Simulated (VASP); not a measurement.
WS2: single point with LDA

The system is WS2.

```xyz
6
Lattice="3.2078 0.0000 0.0000 -1.6039 2.7781 0.0000 0.0000 0.0000 12.4678" Properties=species:S:1:pos:R:3 pbc="T T T"
W     0.0000    1.8520    3.1170
W     1.6039    0.9260    9.3509
S     0.0000    1.8520    7.9189
S     1.6039    0.9260    1.6850
S     0.0000    1.8520   10.7828
S     1.6039    0.9260    4.5489
```

This cell differs from its parent crystal: atoms shifted along a free coordinate.

```yaml
Program: VASP 6.6.1
Task: single point
Functional: LDA
Potentials_or_basis: VASP PAW LDA potentials, release 64 (W_sv, S)
Cutoff: 520 eV
k_mesh: 12 × 12 × 4
Occupations: gaussian, width 0.05 eV
Spin: no spin polarisation
```

```yaml
Pressure: 6.8 GPa
Largest_force: 2.430 eV/Å
```

Forces on the atoms (eV/Å):
```
W    0.000  0.000  0.000
W    0.000  0.000  0.000
S    0.000  0.000 -2.430
S    0.000  0.000 -2.430
S    0.000  0.000  2.430
S    0.000  0.000  2.430
```

Stress tensor (GPa, compression positive):
```
 0.85  0.00  0.00
 0.00  0.85  0.00
 0.00  0.00 18.64
```

Levels at points of the mesh, in eV from the Fermi level:
```csv
k point,band 22,band 23,band 24,band 25,band 26,band 27,band 28,band 29,band 30,band 31
"(0.00, 0.00, 0.00)",-3.33,-3.33,-1.70,-0.99,0.02,1.75,1.75,1.76,1.76,2.31
"(0.50, 0.00, 0.00)",-2.80,-2.79,-2.70,-2.10,-1.93,1.40,1.44,1.90,1.93,2.94
"(0.00, 0.00, 0.50)",-3.34,-2.78,-2.78,-0.28,-0.28,1.75,1.75,1.75,1.75,2.37
"(0.50, 0.00, 0.50)",-2.83,-2.76,-2.76,-2.00,-2.00,1.42,1.42,1.91,1.91,3.15
```

It took 81 s on 1 thread of Intel(R) Xeon(R) 6975P-C (Granite Rapids), on a shared host, peak memory 0.3 GiB.

Caveat: the cell differs from its parent crystal (atoms shifted along a free coordinate); the cell stands under pressure; spin-orbit coupling is left out, which moves the levels of the heavy elements; forces of over 1 eV/Å act on the atoms, so gaps and moduli don't describe the material at rest.
